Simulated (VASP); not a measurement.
# NbP: relaxation of cell and atoms with PBEsol

Crystal: NbP.

```
Nb P
1.0
    -1.67492    1.67492    5.74011
     1.67492   -1.67492    5.74011
     1.67492    1.67492   -5.74011
Nb P
2 2
Direct
  0.24988 0.74988 0.50000
  0.49988 0.49988 0.00000
  0.83275 0.33275 0.50000
  0.08275 0.08275 0.00000
```

```yaml
Program: VASP 6.6.1
Task: relaxation of cell and atoms
Functional: PBEsol
Potentials_or_basis: VASP PAW PBE potentials, release 64 (Nb_sv, P)
Cutoff: 600 eV
k_mesh: 11 × 11 × 11
Occupations: fermi-dirac, width 0.05 eV
Spin: no spin polarisation
Target_pressure: 2 GPa
Dipole_correction: no
Further_INCAR_settings: ALGO = Normal; EDIFF = 1e-06; IBRION = 2; EDIFFG = -0.01; NSW = 60; ISIF = 3
```

| Property | Result |
| --- | --- |
| Relaxed volume | 15.39 Å³/atom |
| Relaxed cell | a = 6.088 Å, b = 6.088 Å, c = 6.088 Å, α = 148.45°, β = 148.45°, γ = 45.23° |
| Space group after relaxing (to 0.1 Å) | I4_1md (No. 109) |
| Energy change on relaxing (the run minimises the enthalpy) | -11.0 meV/atom |
| Ionic steps | 11 |
| Pressure after relaxing | 2.0 GPa |
| Band gap on the k mesh | 0.06 eV (least direct gap 0.10 eV) |

Step by step:
```tsv
step	energy change (eV)	largest force (eV/Å)	pressure (GPa)	volume (Å³)
1	0.0000	0.0168	-6.56	64.41
2	0.3197	0.0595	23.08	56.72
3	-0.0433	0.0293	1.75	61.71
4	-0.0425	0.0297	1.99	61.64
5	-0.0418	0.0300	2.18	61.58
6	-0.0430	0.0456	2.19	61.54
7	-0.0430	0.0511	2.20	61.52
8	-0.0450	0.0088	1.64	61.68
9	-0.0443	0.0138	1.85	61.62
10	-0.0434	0.0128	2.11	61.54
11	-0.0439	0.0007	2.02	61.58
```

Final structure:
```
CELL_PARAMETERS angstrom
-1.65512 1.65512 5.61952
1.65512 -1.65512 5.61952
1.65512 1.65512 -5.61952
ATOMIC_POSITIONS crystal
Nb 0.25025 0.75025 0.50000
Nb 0.50025 0.50025 0.00000
P 0.83238 0.33238 0.50000
P 0.08238 0.08238 0.00000
```

Levels at points of the mesh, in eV from the valence-band top:
```csv
k point,band 16,band 17,band 18,band 19,band 20,band 21
"(0.00, 0.00, 0.00)",-1.76,-1.36,-1.36,0.84,1.70,2.85
```

Run time: 60 min on 1 thread of Intel(R) Xeon(R) Platinum 8559C (Emerald Rapids), on a shared host, peak memory 0.51 GiB.

Caveat: the cell is relaxed towards a set pressure, so the run minimises the enthalpy, not the energy; the PAW data sets were made with another functional, which shifts forces and pressure a little; an odd mesh through Γ misses points on the zone boundary, where band edges can lie.
